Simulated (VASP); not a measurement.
Wanted: the native input for a VASP 6.6.1 run.

```yaml
Task: single point
Functional: r2SCAN
Potentials_or_basis: VASP PAW PBE potentials, release 64 (Si, C)
Cutoff: 520 eV
k_mesh: 12 × 12 × 6
Occupations: gaussian, width 0.01 eV
Spin: no spin polarisation
Dipole_correction: no
Further_INCAR_settings: ALGO = Normal; EDIFF = 1e-07; NBANDS = 16
```

The system is SiC.

```
Si C
1.0
     3.07536    0.00000    0.00000
    -1.53768    2.66334    0.00000
     0.00000    0.00000    5.04811
Si C
2 2
Direct
  0.33333 0.66667 0.99959
  0.66667 0.33333 0.49959
  0.33333 0.66667 0.37541
  0.66667 0.33333 0.87541
```

The input as run:

POSCAR

```
SiC
1.0
    3.0753562471      0.0000000000      0.0000000000
   -1.5376781236      2.6633366356      0.0000000000
    0.0000000000      0.0000000000      5.0481080958
Si C
2 2
Direct
    0.3333333333      0.6666666667     -0.0004084052
    0.6666666667      0.3333333333      0.4995915948
    0.3333333333      0.6666666667      0.3754084052
    0.6666666667      0.3333333333      0.8754084052
```

INCAR.step1

```
  ALGO = Normal
  EDIFF = 1E-4
  ENCUT = 520
  GGA = PE
  ISMEAR = 0
  LASPH = T
  LCHARG = F
  LREAL = F
  LWAVE = T
  NBANDS = 16
  NELM = 80
  PREC = Accurate
  SIGMA = 0.01
```

INCAR.step2

```
  ALGO = Normal
  EDIFF = 1E-7
  ENCUT = 520
  ISIF = 2
  ISMEAR = 0
  ISTART = 1
  LASPH = T
  LCHARG = T
  LELF = T
  LMIXTAU = T
  LREAL = F
  LVHAR = T
  LWAVE = F
  METAGGA = R2SCAN
  NBANDS = 16
  NELM = 80
  PREC = Accurate
  SIGMA = 0.01
```

KPOINTS

```
k-points
0
Gamma
  12 12 6
```

Potentials or basis: VASP PAW PBE potentials, release 64 (Si, C).

Run with:

```bash
$ cat potpaw_PBE.64/Si/POTCAR potpaw_PBE.64/C/POTCAR > POTCAR
$ cp INCAR.step1 INCAR
$ mpirun -np 1 vasp_std > vasp.out
$ cp INCAR.step2 INCAR
$ mpirun -np 1 vasp_std > vasp.out
```

It gave:

```json
{
 "Pressure": "-0.2 GPa",
 "Band gap on the k mesh": "2.66 eV, indirect (least direct gap 4.48 eV)"
}
```

Caveat: the PAW data sets were made with another functional, which shifts forces and pressure a little.

Wall time 4.4 min on 1 thread of Intel Xeon 8259CL, on a shared host, peak memory 0.19 GiB.
